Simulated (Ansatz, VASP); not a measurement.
# InP: VASP beside Ansatz

```
In P
1.0
     0.00000    2.98333    2.98333
     2.98333    0.00000    2.98333
     2.98333    2.98333    0.00000
In P
1 1
Direct
  0.00000 0.00000 0.00000
  0.25000 0.25000 0.25000
```

Change from the starting cell: hydrostatic strain +1.0%.

Alike in both runs: task single point; functional PBE; k mesh 8 × 8 × 8; occupations fermi-dirac, width 0.02 eV; no spin polarisation.

```csv
,VASP,Ansatz
version,VASP 6.6.1,Ansatz 0.2.0
potentials or method,"VASP PAW PBE potentials, release 64 (In_d, P)","plane waves, PAW"
plane-wave cutoff (eV),520,420
valence electrons in the cell,18,18
```

Ansatz gave:

```
pressure (GPa) : -0.2
```

Which values does VASP return?

Pressure (GPa): -0.3.
